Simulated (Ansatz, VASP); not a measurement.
# One calculation of MgS, two programs

```
Mg S
1.0
     0.00000    2.84862    2.84862
     2.84862    0.00000    2.84862
     2.84862    2.84862    0.00000
Mg S
1 1
Direct
  0.00000 0.00000 0.00000
  0.75000 0.75000 0.75000
```

Alike in both runs: functional PBE; k mesh 8 × 8 × 8; occupations gaussian, width 0.02 eV; no spin polarisation.

Ansatz relaxed the structure, and its values are those at the end. VASP's run is a single point on that final structure, the one shown.

```csv
,VASP,Ansatz
version,VASP 6.6.1,Ansatz 0.2.0
potentials or method,"VASP PAW PBE potentials, release 64 (Mg, S), cutoff 520 eV","scalar-relativistic, plane waves, PAW"
valence electrons in the cell,8,16
```

Ansatz gave:

* gap on the k mesh at the Fermi level (eV): 3.37
* pressure (GPa): 0.0

Which values does VASP return?

gap on the k mesh at the Fermi level (eV): 3.37; pressure (GPa): -0.1.

VASP's potentials hold 8 valence electrons a cell and Ansatz's 16, so a difference there can come from the potentials and not from the codes.
